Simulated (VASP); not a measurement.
# Li (P2_13) in VASP: a series of runs, part 2 of 2

VASP 6.6.1.

### 3 Single point, r2SCAN+D4

This run uses another cell than the first one, of 20.90 Å³/atom.

The input, POSCAR:

```
Li
1.0
    4.3725370159      0.0000000000      0.0000000000
    0.0000000000      4.3725370159      0.0000000000
    0.0000000000      0.0000000000      4.3725370159
Li
4
Direct
    0.7500569542      0.2499430458      0.7499430458
    0.2500569542      0.2500569542      0.2500569542
    0.2499430458      0.7499430458      0.7500569542
    0.7499430458      0.7500569542      0.2499430458
```

The input, INCAR.step1:

```
PREC = Accurate
ENCUT = 520
ISMEAR = 1
SIGMA = 0.05
LREAL = F
LASPH = T
NELM = 80
NBANDS = 14
GGA = PE
ALGO = Normal
EDIFF = 1E-4
LWAVE = T
LCHARG = F
```

The input, INCAR.step2:

```
PREC = Accurate
ENCUT = 520
EDIFF = 1E-6
ISMEAR = 1
SIGMA = 0.05
LREAL = F
LASPH = T
NELM = 80
ALGO = Normal
ISIF = 2
LWAVE = F
LCHARG = T
METAGGA = R2SCAN
LMIXTAU = T
IVDW = 13
VDW_S6 = 1.0
VDW_S8 = 0.6018749
VDW_A1 = 0.51559235
VDW_A2 = 5.77342911
LELF = T
LVHAR = T
NBANDS = 14
ISTART = 1
```

The input, KPOINTS:

```
regular mesh
0
Gamma
  5 5 5
```

Potentials or basis: VASP PAW PBE potentials, release 64 (Li_sv).

Launch:

```
$ cat potpaw_PBE.64/Li_sv/POTCAR > POTCAR
$ cp INCAR.step1 INCAR
$ mpirun -np 1 vasp_std > vasp.out
$ cp INCAR.step2 INCAR
$ mpirun -np 1 vasp_std > vasp.out
```

OUTCAR:

```text
PREC = Accurate
   ENCUT = 520
   EDIFF = 1E-6
   ISMEAR = 1
   LREAL = F
   LASPH = T
   NELM = 80
   ISIF = 2
   METAGGA = R2SCAN
   IVDW = 13
   ISTART = 1

 ion  position               nearest neighbor table
   1  0.750  0.250  0.750-
   2  0.250  0.250  0.250-
   3  0.250  0.750  0.750-
   4  0.750  0.750  0.250-

  LATTYP: Found a simple cubic cell.
 ALAT       =     4.3725370159

  Lattice vectors:

 A1 = (   4.3725370159,   0.0000000000,   0.0000000000)
 A2 = (   0.0000000000,   4.3725370159,   0.0000000000)
 A3 = (   0.0000000000,   0.0000000000,   4.3725370159)

Analysis of symmetry for initial positions (statically):
=====================================================================
 Subroutine PRICEL returns:
 Original cell was already a primitive cell.

 Routine SETGRP: Setting up the symmetry group for a
 simple cubic supercell.

 Subroutine GETGRP returns: Found 12 space group operations
 (whereof  3 operations were pure point group operations)
 out of a pool of 48 trial point group operations.

The static configuration has the point symmetry C_3 .
 The point group associated with its full space group is T   .

Analysis of symmetry for dynamics (positions and initial velocities):
=====================================================================
 Subroutine PRICEL returns:
 Original cell was already a primitive cell.

 Routine SETGRP: Setting up the symmetry group for a
 simple cubic supercell.

 Subroutine GETGRP returns: Found 12 space group operations
 (whereof  3 operations were pure point group operations)
 out of a pool of 48 trial point group operations.

The dynamic configuration has the point symmetry C_3 .
 The point group associated with its full space group is T   .

 Subroutine INISYM returns: Found 12 space group operations
 (whereof  3 operations are pure point group operations),
 and found     1 'primitive' translations

----------------------------------------------------------------------------------------

                                     Primitive cell

  volume of cell :      83.5989

  direct lattice vectors                    reciprocal lattice vectors
     4.372537016  0.000000000  0.000000000     0.228700179  0.000000000  0.000000000
     0.000000000  4.372537016  0.000000000     0.000000000  0.228700179  0.000000000
     0.000000000  0.000000000  4.372537016     0.000000000  0.000000000  0.228700179

  length of vectors
     4.372537016  4.372537016  4.372537016     0.228700179  0.228700179  0.228700179

  position of ions in fractional coordinates (direct lattice)
     0.750056954  0.249943046  0.749943046
     0.250056954  0.250056954  0.250056954
     0.249943046  0.749943046  0.750056954
     0.749943046  0.750056954  0.249943046

  ion indices of the primitive-cell ions
   primitive index   ion index
                 1           1
                 2           2
                 3           3
                 4           4

----------------------------------------------------------------------------------------

 KPOINTS: regular mesh

Automatic generation of k-mesh.
 Grid dimensions read from file:
 generate k-points for:    5    5    5
[... 34 lines left out ...]
   total plane-waves  NPLWV =  46656
   dimension x,y,z NGX =    36 NGY =   36 NGZ =   36
   dimension x,y,z NGXF=    72 NGYF=   72 NGZF=   72
   ions per type =               4
   NGX,Y,Z   is equivalent  to a cutoff of  13.69, 13.69, 13.69 a.u.
   NGXF,Y,Z  is equivalent  to a cutoff of  27.37, 27.37, 27.37 a.u.
 SYSTEM =  unknown system
   PREC   = accura    normal or accurate (medium, high low for compatibility)
   ISTART =      1    job   : 0-new  1-cont  2-samecut
   ICHARG =      0    charge: 1-file 2-atom 10-const
   ISPIN  =      1    spin polarized calculation?
   LNONCOLLINEAR =      F non collinear calculations
   LSORBIT =      F    spin-orbit coupling
   LASPH  =      T    aspherical Exc in radial PAW
   ENCUT  =  520.0 eV  38.22 Ry    6.18 a.u.   8.13  8.13  8.13*2*pi/ulx,y,z
   NELM   =     80;   NELMIN=  2; NELMDL=  0     # of ELM steps
   EDIFF  = 0.1E-05   stopping-criterion for ELM
   LREAL  =      F    real-space projection
   EDIFFG = 0.1E-04   stopping-criterion for IOM
   NSW    =      0    number of steps for IOM
   IBRION =     -1    ionic relax: 0-MD 1-quasi-New 2-CG
   NFREE  =      0    steps in history (QN), initial steepest desc. (CG)
   ISIF   =      2    stress and relaxation
   ISYM   =      2    0-nonsym 1-usesym 2-fastsym
   POTIM  = 0.5000    time-step for ionic-motion
   TEBEG  =    0.0;   TEEND  =   0.0 temperature during run
   PSTRESS=    0.0 pullay stress
   NELECT =      12.0000    total number of electrons
   NUPDOWN=      -1.0000    fix difference up-down
   EMIN   =  10.00;   EMAX   =-10.00  energy-range for DOS
   EFERMI =   0.00;   METHOD = LEGACY
   ISMEAR =     1;   SIGMA  =   0.05  broadening in eV -4-tet -1-fermi 0-gaus
   EFERMI_NEDOS =   21; number of points for ismear=-14 and -15
   IALGO  =     38    algorithm
   IMIX   =      4    mixing-type and parameters
     AMIX     =   0.40;   BMIX     =  1.00
     AMIX_MAG =   1.60;   BMIX_MAG =  1.00
  volume/ion in A,a.u.               =      20.90       141.04
  Fermi-wavevector in a.u.,A,eV,Ry     =   0.857173  1.619822  9.996817  0.734745
  Thomas-Fermi vector in A             =   1.974186
   LORBIT       =      0    0 simple, 1 ext, 2 COOP (PROOUT), +10 PAW based schemes
   METAGGA = R2SCAN    functional components
   LHFCALC =     F    Hartree Fock is set to
   AEXX    =    0.0000 exact exchange contribution
   IVDW    =    13    specifies the selected vdW correction
   LEPSILON=     F    determine dielectric tensor
   LRPA    =     F    only Hartree local field effects (RPA)
 non-spin polarized calculation
 Methfessel and Paxton  Order N= 1 SIGMA  =   0.05
  energy-cutoff  :      520.00
  volume of cell :       83.60
 maximum number of plane-waves:      2301
 NGX is ok and might be reduce to    36
   NGX = 17   NGY = 17   NGZ = 17

 number of electron      11.9999971 magnetization

 Free energy of the ion-electron system (eV)
  ---------------------------------------------------
  ext. energy  EPLUGINS =         0.00000000
  ---------------------------------------------------
  free energy    TOTEN  =        -9.57344754 eV

  energy without entropy =       -9.57392158  energy(sigma->0) =       -9.57360555

 E-fermi :   0.2996     XC(G=0):  -7.3655

 val. band max:        0.2618536370   @ k =   0.4000   0.4000   0.2000
 cond. band min:       0.6382262973   @ k =   0.4000   0.4000   0.4000
 fundamental gap:      0.3763726604
 Fermi energy:         0.2996096113

 k-point     1 :       0.0000    0.0000    0.0000
  band No.  band energies     occupation
      1     -47.5781      2.00000
      2     -47.5562      2.00000
      3     -47.5562      2.00000
      4     -47.5562      2.00000
      5      -3.2698      2.00000
      6       2.2129      0.00000
      7       2.2129      0.00000
      8       2.2129      0.00000
      9       5.4698      0.00000
     10       5.4698      0.00000
     11       5.4698      0.00000
     12       9.6626      0.00000
     13       9.6626      0.00000
     14       9.6626      0.00000
[... 156 lines left out ...]
      1     -47.5630      2.00000
      2     -47.5609      2.00000
      3     -47.5609      2.00000
      4     -47.5609      2.00000
      5      -0.3142      2.00000
      6       0.6382     -0.00000
      7       0.6384     -0.00000
      8       0.6386     -0.00000
      9       3.8755      0.00000
     10       3.8756      0.00000
     11       3.8756      0.00000
     12       4.9361      0.00000
     13      13.1428      0.00000
     14      13.1437      0.00000

------------------------ aborting loop because EDIFF is reached ----------------------------------------

  DFT-D4 for vdW energy calculation

  Edisp (eV):   -0.02765

  FORCE on cell =-STRESS in cart. coord.  units (eV):
  Direction    XX          YY          ZZ          XY          YZ          ZX
  --------------------------------------------------------------------------------------
  -------------------------------------------------------------------------------------
  Total      -0.21202    -0.21202    -0.21202     0.00000     0.00000     0.00000
  in kB      -4.06344    -4.06344    -4.06344     0.00000     0.00000     0.00000
  external pressure =       -4.06 kB  Pullay stress =        0.00 kB

 VOLUME and BASIS-vectors are now :
 -----------------------------------------------------------------------------
  energy-cutoff  :      520.00
  volume of cell :       83.60
      direct lattice vectors                 reciprocal lattice vectors
     4.372537016  0.000000000  0.000000000     0.228700179  0.000000000  0.000000000
     0.000000000  4.372537016  0.000000000     0.000000000  0.228700179  0.000000000
     0.000000000  0.000000000  4.372537016     0.000000000  0.000000000  0.228700179

 POSITION                                       TOTAL-FORCE (eV/Angst)
 -----------------------------------------------------------------------------------
      3.27965      1.09289      3.27915         0.001205     -0.001205     -0.001205
      1.09338      1.09338      1.09338         0.001205      0.001205      0.001205
      1.09289      3.27915      3.27965        -0.001205     -0.001205      0.001205
      3.27915      3.27965      1.09289        -0.001205      0.001205     -0.001205
 -----------------------------------------------------------------------------------
    total drift:                               -0.000000     -0.000000     -0.000000

  FREE ENERGIE OF THE ION-ELECTRON SYSTEM (eV)
  ---------------------------------------------------
  free  energy   TOTEN  =        -9.6010991750 eV

  energy  without entropy=       -9.6015732100  energy(sigma->0) =       -9.60125719
```

Wall time 43 s (1 thread of Intel Xeon 6975P-C (Granite Rapids), shared host); peak memory 0.2 GiB.

What came out:

* Free energy: -9.6011 eV
* Band gap on the k mesh: zero (bands 6 and 7 overlap by 2.13 eV)
* Dispersion energy per atom: -0.007 eV

Forces in eV/Å, atoms in the order of the input:
```
Li   0.001 -0.001 -0.001
Li   0.001  0.001  0.001
Li  -0.001 -0.001  0.001
Li  -0.001  0.001 -0.001
```

Levels at points of the mesh, in eV from the Fermi level:
```csv
k point,band 3,band 4,band 5,band 6,band 7,band 8,band 9,band 10
"(0.00, 0.00, 0.00)",-47.86,-47.86,-3.57,1.91,1.91,1.91,5.17,5.17
```

Caveat: the cutoff is under 1.25 times the usual one of these potentials, so pressure, stress and relaxed cells hold a basis-set (Pulay) error; the PAW data sets were made with another functional, which shifts forces and pressure a little.

### 4 Single point, r2SCAN

This run uses another cell than the first one, of 20.99 Å³/atom.

The input, POSCAR:

```
Li
1.0
    4.3786563181      0.0000000000      0.0000000000
    0.0000000000      4.3786563181      0.0000000000
    0.0000000000      0.0000000000      4.3786563181
Li
4
Direct
    0.7500596429      0.2499403571      0.7499403571
    0.2500596429      0.2500596429      0.2500596429
    0.2499403571      0.7499403571      0.7500596429
    0.7499403571      0.7500596429      0.2499403571
```

INCAR.step1 is that of step 3.

The input, INCAR.step2:

```
PREC = Accurate
ENCUT = 520
EDIFF = 1E-6
ISMEAR = 1
SIGMA = 0.05
LREAL = F
LASPH = T
NELM = 80
ALGO = Normal
ISIF = 2
LWAVE = F
LCHARG = F
METAGGA = R2SCAN
LMIXTAU = T
NBANDS = 14
ISTART = 1
```

The input, KPOINTS:

```
Automatic mesh
0
Gamma
  5 5 5
```

Launch:

```
$ cat potpaw_PBE.64/Li_sv/POTCAR > POTCAR
$ cp INCAR.step1 INCAR
$ mpirun -np 1 vasp_std > vasp.out
$ cp INCAR.step2 INCAR
$ mpirun -np 1 vasp_std > vasp.out
```

Wall time 58 s (1 thread of Intel Xeon 6975P-C (Granite Rapids), shared host); peak memory 0.2 GiB.

The run converged. Its results:

```
Free energy            : -9.5738 eV
Band gap on the k mesh : zero (bands 6 and 7 overlap by 2.12 eV)
```

Levels at points of the mesh, in eV from the Fermi level:
```tsv
k point	band 3	band 4	band 5	band 6	band 7	band 8	band 9	band 10
(0.00, 0.00, 0.00)	-47.87	-47.87	-3.56	1.91	1.91	1.91	5.16	5.16
```

Caveat: the cutoff is under 1.25 times the usual one of these potentials, so pressure, stress and relaxed cells hold a basis-set (Pulay) error; the PAW data sets were made with another functional, which shifts forces and pressure a little.

### 5 Summary

| level | cell | gap on the mesh (eV) |
| --- | --- | --- |
| PBEsol | a = 4.328 Å, 4 atoms | none |
| r2SCAN+D4 | a = 4.373 Å, 4 atoms | none |
| r2SCAN | a = 4.379 Å, 4 atoms | none |

Alike in all rows: task single point; potentials or basis VASP PAW PBE potentials, release 64 (Li_sv); no spin polarisation; k mesh 5 × 5 × 5; cutoff (eV) 520; smearing methfessel-paxton 0.05 eV.

Caveats: the cutoff is under 1.25 times the usual one of these potentials, so pressure, stress and relaxed cells hold a basis-set (Pulay) error; the PAW data sets were made with another functional, which shifts forces and pressure a little.

Absolute energies hang on the potentials; compare differences alone.
